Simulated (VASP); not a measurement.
# ZnS (P6_3mc) in VASP: notebook

ZnS is run at these levels: PBEsol; tasks: single point, relaxation of cell and atoms.

Program: VASP 6.6.1. These are calculated values, not measurements. Logs are shortened: lines on timing, memory, paths and dates and some standing lists are left out, and cuts for length are marked.

## 1. The cell of the first run

The structure is hexagonal, space group P6_3mc (No. 186). The conventional cell has a = 3.709 Å, b = 3.709 Å, c = 6.102 Å, α = 90.00°, β = 90.00°, γ = 120.00°. Zn (site symmetry 3m) has 4 S at 2.28 Å within 3.0 Å. Within 3.0 Å of S (site symmetry 3m) lie 4 Zn at 2.28 Å.

## 2. Single point, PBEsol

INCAR reads:

```
SYSTEM = ZnS
ALGO = Normal
EDIFF = 1E-6
ENCUT = 520
GGA = PS
ISIF = 2
ISMEAR = 0
LASPH = .True.
LCHARG = .False.
LREAL = .False.
LWAVE = .False.
NBANDS = 26
NELM = 100
PREC = Accurate
SIGMA = 0.01
```

KPOINTS reads:

```
k-points
0
Gamma
  8 8 4
  0 0 0
```

POSCAR reads:

```
ZnS
1.0
    3.7090692531      0.0000000000      0.0000000000
   -1.8545346265      3.2121481976      0.0000000000
    0.0000000000      0.0000000000      6.1016751301
Zn S
2 2
Direct
    0.3333333333      0.6666666667      0.0058194301
    0.6666666667      0.3333333333      0.5058194301
    0.3333333333      0.6666666667      0.3791805699
    0.6666666667      0.3333333333      0.8791805699
```

Potentials or basis: VASP PAW PBE potentials, release 64 (Zn, S).

Command:

```
$ cat potpaw_PBE.64/Zn/POTCAR potpaw_PBE.64/S/POTCAR > POTCAR
$ mpirun -np 1 vasp_std > vasp.out
```

OUTCAR:

```text
SYSTEM = ZnS
   EDIFF = 1E-6
   ENCUT = 520
   GGA = PS
   ISIF = 2
   ISMEAR = 0
   LASPH = .True.
   LREAL = .False.
   NELM = 100
   PREC = Accurate

 ion  position               nearest neighbor table
   1  0.333  0.667  0.006-   4 2.28   4 2.28   4 2.28   3 2.28
   2  0.667  0.333  0.506-   3 2.28   3 2.28   3 2.28   4 2.28
   3  0.333  0.667  0.379-   2 2.28   2 2.28   2 2.28   1 2.28
   4  0.667  0.333  0.879-   1 2.28   1 2.28   1 2.28   2 2.28

  LATTYP: Found a hexagonal cell.
 ALAT       =     3.7090692531
 C/A-ratio  =     1.6450690763

  Lattice vectors:

 A1 = (   3.7090692531,   0.0000000000,   0.0000000000)
 A2 = (  -1.8545346265,   3.2121481976,   0.0000000000)
 A3 = (   0.0000000000,   0.0000000000,   6.1016751301)

Analysis of symmetry for initial positions (statically):
=====================================================================
 Subroutine PRICEL returns:
 Original cell was already a primitive cell.

 Routine SETGRP: Setting up the symmetry group for a
 hexagonal supercell.

 Subroutine GETGRP returns: Found 12 space group operations
 (whereof  6 operations were pure point group operations)
 out of a pool of 24 trial point group operations.

The static configuration has the point symmetry C_3v.
 The point group associated with its full space group is C_6v.

Analysis of symmetry for dynamics (positions and initial velocities):
=====================================================================
 Subroutine PRICEL returns:
 Original cell was already a primitive cell.

 Routine SETGRP: Setting up the symmetry group for a
 hexagonal supercell.

 Subroutine GETGRP returns: Found 12 space group operations
 (whereof  6 operations were pure point group operations)
 out of a pool of 24 trial point group operations.

The dynamic configuration has the point symmetry C_3v.
 The point group associated with its full space group is C_6v.

 Subroutine INISYM returns: Found 12 space group operations
 (whereof  6 operations are pure point group operations),
 and found     1 'primitive' translations

----------------------------------------------------------------------------------------

                                     Primitive cell

  volume of cell :      72.6958

  direct lattice vectors                    reciprocal lattice vectors
     3.709069253  0.000000000  0.000000000     0.269609417  0.155659070  0.000000000
    -1.854534627  3.212148198  0.000000000     0.000000000  0.311318139  0.000000000
     0.000000000  0.000000000  6.101675130     0.000000000  0.000000000  0.163889420

  length of vectors
     3.709069253  3.709069253  6.101675130     0.311318139  0.311318139  0.163889420

  position of ions in fractional coordinates (direct lattice)
     0.333333333  0.666666667  0.005819430
     0.666666667  0.333333333  0.505819430
     0.333333333  0.666666667  0.379180570
     0.666666667  0.333333333  0.879180570

  ion indices of the primitive-cell ions
   primitive index   ion index
                 1           1
                 2           2
                 3           3
                 4           4

----------------------------------------------------------------------------------------

 KPOINTS: k-points

Automatic generation of k-mesh.
 Grid dimensions read from file:
 generate k-points for:    8    8    4

 Generating k-lattice:

  Cartesian coordinates                     Fractional coordinates (reciprocal lattice)
     0.033701177  0.019457384  0.000000000     0.125000000  0.000000000  0.000000000
     0.000000000  0.038914767  0.000000000     0.000000000  0.125000000  0.000000000
     0.000000000  0.000000000  0.040972355     0.000000000  0.000000000  0.250000000

  Length of vectors
     0.038914767  0.038914767  0.040972355

  Shift w.r.t. Gamma in fractional coordinates (k-lattice)
     0.000000000  0.000000000  0.000000000

 Subroutine IBZKPT returns following result:
 ===========================================

 Found     30 irreducible k-points:

 Following reciprocal coordinates:
            Coordinates               Weight
  0.000000  0.000000  0.000000      1.000000
  0.125000  0.000000  0.000000      6.000000
  0.250000  0.000000  0.000000      6.000000
  0.375000 -0.000000  0.000000      6.000000
  0.500000  0.000000  0.000000      3.000000
  0.125000  0.125000  0.000000      6.000000
[... 16 lines left out ...]
  0.250000  0.000000  0.500000      6.000000
  0.375000 -0.000000  0.500000      6.000000
 [... further k-points ...]
   k-points           NKPTS =     30   k-points in BZ     NKDIM =     30   number of bands    NBANDS=     26
   number of dos      NEDOS =    301   number of ions     NIONS =      4
   total plane-waves  NPLWV =  37632
   dimension x,y,z NGX =    28 NGY =   28 NGZ =   48
   dimension x,y,z NGXF=    56 NGYF=   56 NGZF=   96
   ions per type =               2   2
   NGX,Y,Z   is equivalent  to a cutoff of  12.55, 12.55, 13.08 a.u.
   NGXF,Y,Z  is equivalent  to a cutoff of  25.10, 25.10, 26.16 a.u.
 SYSTEM =  ZnS
   PREC   = accura    normal or accurate (medium, high low for compatibility)
   ISTART =      0    job   : 0-new  1-cont  2-samecut
   ICHARG =      2    charge: 1-file 2-atom 10-const
   ISPIN  =      1    spin polarized calculation?
   LNONCOLLINEAR =      F non collinear calculations
   LSORBIT =      F    spin-orbit coupling
   LASPH  =      T    aspherical Exc in radial PAW
   ENCUT  =  520.0 eV  38.22 Ry    6.18 a.u.   6.90  6.90 11.35*2*pi/ulx,y,z
   NELM   =    100;   NELMIN=  2; NELMDL= -5     # of ELM steps
   EDIFF  = 0.1E-05   stopping-criterion for ELM
   LREAL  =      F    real-space projection
   EDIFFG = 0.1E-04   stopping-criterion for IOM
   NSW    =      0    number of steps for IOM
   IBRION =     -1    ionic relax: 0-MD 1-quasi-New 2-CG
   NFREE  =      0    steps in history (QN), initial steepest desc. (CG)
   ISIF   =      2    stress and relaxation
   ISYM   =      2    0-nonsym 1-usesym 2-fastsym
   POTIM  = 0.5000    time-step for ionic-motion
   TEBEG  =    0.0;   TEEND  =   0.0 temperature during run
   PSTRESS=    0.0 pullay stress
   NELECT =      36.0000    total number of electrons
   NUPDOWN=      -1.0000    fix difference up-down
   EMIN   =  10.00;   EMAX   =-10.00  energy-range for DOS
   EFERMI =   0.00;   METHOD = LEGACY
   ISMEAR =     0;   SIGMA  =   0.01  broadening in eV -4-tet -1-fermi 0-gaus
   EFERMI_NEDOS =   21; number of points for ismear=-14 and -15
   IALGO  =     38    algorithm
   IMIX   =      4    mixing-type and parameters
     AMIX     =   0.40;   BMIX     =  1.00
     AMIX_MAG =   1.60;   BMIX_MAG =  1.00
  volume/ion in A,a.u.               =      18.17       122.64
  Fermi-wavevector in a.u.,A,eV,Ry     =   1.295207  2.447586 22.824600  1.677561
  Thomas-Fermi vector in A             =   2.426741
   LORBIT       =      0    0 simple, 1 ext, 2 COOP (PROOUT), +10 PAW based schemes
   GGA     = PS    functional components
   LHFCALC =     F    Hartree Fock is set to
   AEXX    =    0.0000 exact exchange contribution
   IVDW    =     0    specifies the selected vdW correction
   LEPSILON=     F    determine dielectric tensor
   LRPA    =     F    only Hartree local field effects (RPA)
 non-spin polarized calculation
 Gauss-broadening in eV      SIGMA  =   0.01
  energy-cutoff  :      520.00
  volume of cell :       72.70
 maximum number of plane-waves:      1976
 NGX is ok and might be reduce to    28
   NGX = 13   NGY = 13   NGZ = 23

 number of electron      36.0000014 magnetization

 Free energy of the ion-electron system (eV)
  ---------------------------------------------------
  ext. energy  EPLUGINS =         0.00000000
  ---------------------------------------------------
  free energy    TOTEN  =       -15.09798137 eV

  energy without entropy =      -15.09798137  energy(sigma->0) =      -15.09798137

 E-fermi :   2.9123     XC(G=0): -10.2337

 val. band max:        2.8430980035   @ k =   0.0000   0.0000   0.0000
 cond. band min:       5.2533873244   @ k =   0.0000   0.0000   0.0000
 fundamental gap:      2.4102893209
 Fermi energy:         2.9123454328

 k-point     1 :       0.0000    0.0000    0.0000
  band No.  band energies     occupation
      1     -10.9581      2.00000
      2      -9.8531      2.00000
      3      -3.9177      2.00000
      4      -3.8927      2.00000
      5      -3.8927      2.00000
      6      -3.7969      2.00000
[... 18 lines left out ...]
     25      10.4928      0.00000
     26      12.2967      0.00000

 k-point     2 :       0.1250    0.0000    0.0000
  band No.  band energies     occupation
      1     -10.8362      2.00000
      2      -9.7837      2.00000
      3      -3.9138      2.00000
      4      -3.8885      2.00000
      5      -3.8689      2.00000
      6      -3.7879      2.00000
[... 18 lines left out ...]
     25      11.0131      0.00000
     26      11.4102      0.00000

 k-point     3 :       0.2500    0.0000    0.0000
  band No.  band energies     occupation
      1     -10.5068      2.00000
      2      -9.6209      2.00000
      3      -3.9423      2.00000
      4      -3.8461      2.00000
      5      -3.8196      2.00000
      6      -3.7286      2.00000
[... 18 lines left out ...]
     25      11.4281      0.00000
     26      11.7493      0.00000

 k-point     4 :       0.3750   -0.0000    0.0000
  band No.  band energies     occupation
      1     -10.0933      2.00000
      2      -9.4903      2.00000
      3      -3.9376      2.00000
      4      -3.7999      2.00000
      5      -3.7856      2.00000
      6      -3.5874      2.00000
[... 18 lines left out ...]
     25      11.7380      0.00000
     26      13.4913      0.00000
[... 496 lines left out ...]
      1     -10.3584      2.00000
      2     -10.3584      2.00000
      3      -3.9442      2.00000
      4      -3.9442      2.00000
      5      -3.8266      2.00000
      6      -3.8266      2.00000
[... 18 lines left out ...]
     25      10.1655      0.00000
     26      10.1655      0.00000

 k-point    23 :       0.2500    0.0000    0.5000
  band No.  band energies     occupation
      1     -10.0920      2.00000
      2     -10.0920      2.00000
      3      -3.9671      2.00000
      4      -3.9671      2.00000
      5      -3.7523      2.00000
      6      -3.7523      2.00000
[... 18 lines left out ...]
     25      10.9226      0.00000
     26      10.9226      0.00000

 k-point    24 :       0.3750   -0.0000    0.5000
  band No.  band energies     occupation
      1      -9.7932      2.00000
      2      -9.7932      2.00000
      3      -3.9703      2.00000
      4      -3.9703      2.00000
      5      -3.6854      2.00000
      6      -3.6854      2.00000
[... 18 lines left out ...]
     25      11.8905      0.00000
     26      11.8905      0.00000

 [... further k-points ...]
[... 5 lines left out ...]
  --------------------------------------------------------------------------------------
  -------------------------------------------------------------------------------------
  Total        2.3792592      2.3792592      2.3877950      0.0000000      0.0000000      0.0000000
  in kB       52.4375913     52.4375913     52.6257172      0.0000000      0.0000000      0.0000000
  external PRESSURE =      52.5003000 kB  Pullay stress =       0.0000000 kB

 VOLUME and BASIS-vectors are now :
 -----------------------------------------------------------------------------
  energy-cutoff  :      520.00
  volume of cell :       72.70
      direct lattice vectors                 reciprocal lattice vectors
     3.709069253  0.000000000  0.000000000     0.269609417  0.155659070  0.000000000
    -1.854534627  3.212148198  0.000000000     0.000000000  0.311318139  0.000000000
     0.000000000  0.000000000  6.101675130     0.000000000  0.000000000  0.163889420

 POSITION                                       TOTAL-FORCE (eV/Angst)
 -----------------------------------------------------------------------------------
     -0.00000      2.14143      0.03551        -0.000000      0.000000      0.000499
      1.85453      1.07072      3.08635         0.000000     -0.000000      0.000499
     -0.00000      2.14143      2.31364         0.000000      0.000000     -0.000499
      1.85453      1.07072      5.36447         0.000000     -0.000000     -0.000499
 -----------------------------------------------------------------------------------
    total drift:                               -0.000001     -0.000002     -0.000030

  FREE ENERGIE OF THE ION-ELECTRON SYSTEM (eV)
  ---------------------------------------------------
  free  energy   TOTEN  =       -15.0979813720 eV

  energy  without entropy=      -15.0979813720  energy(sigma->0) =      -15.09798137
```

It took 51 s on 1 thread of Intel Xeon Platinum 8259CL at 2.50GHz (Skylake/Cascade Lake), shared host; peak memory 0.21 GiB.

Results:

- Free energy: -15.0980 eV
- Pressure: 5.3 GPa
- Band gap on the k mesh: 2.41 eV, direct

Caveat: the PAW data sets were made with another functional, which shifts forces and pressure a little. As with any semilocal functional, this PBEsol gap is likely too small.

## 3. Single point, PBEsol

This run uses another cell than the first one, of 19.22 Å³/atom, 1.058 times its volume.

INCAR reads:

```
ALGO = Normal
EDIFF = 1E-6
ENCUT = 520
GGA = PS
ISIF = 2
ISMEAR = -1
LASPH = T
LCHARG = F
LREAL = F
LWAVE = F
NBANDS = 26
NELM = 100
PREC = Accurate
SIGMA = 0.05
```

KPOINTS reads:

```
k-points
0
Gamma
  10 10 6
```

POSCAR reads:

```
ZnS
1.0
    3.7815782372      0.0000000000      0.0000000000
   -1.8907891186      3.2749428198      0.0000000000
    0.0000000000      0.0000000000      6.2089609863
Zn S
2 2
Direct
    0.3333333333      0.6666666667      0.0054423557
    0.6666666667      0.3333333333      0.5054423557
    0.3333333333      0.6666666667      0.3795576443
    0.6666666667      0.3333333333      0.8795576443
```

Potentials or basis: VASP PAW PBE potentials, release 64 (Zn, S).

Command:

```
$ cat potpaw_PBE.64/Zn/POTCAR potpaw_PBE.64/S/POTCAR > POTCAR
$ mpirun -np 1 vasp_std > vasp.out
```

Wall time 96 s (1 thread of Intel Xeon Platinum 8259CL at 2.50GHz (Skylake/Cascade Lake), shared host); peak memory 0.24 GiB.

Results (log left out):

- Free energy: -15.1674 eV
- Pressure: 0.2 GPa
- Band gap on the k mesh: 2.16 eV, direct

Levels at points of the mesh, in eV from the valence-band top:
```
           k point  band 14  band 15  band 16  band 17  band 18  band 19  band 20  band 21  band 22  band 23
(0.00, 0.00, 0.00)    -0.94    -0.94    -0.09     0.00     0.00     2.16     3.03     6.21     6.21     6.46
(0.50, 0.00, 0.00)    -4.26    -3.43    -2.35    -1.80    -0.93     3.52     4.20     4.96     6.80     7.40
(0.00, 0.00, 0.50)    -2.97    -0.49    -0.49    -0.49    -0.49     3.51     3.51     6.67     6.67     6.67
(0.50, 0.00, 0.50)    -5.03    -1.72    -1.72    -1.69    -1.69     3.41     3.41     5.10     5.10     8.76
```

Caveat: the PAW data sets were made with another functional, which shifts forces and pressure a little.

[end of part 1 of 2]
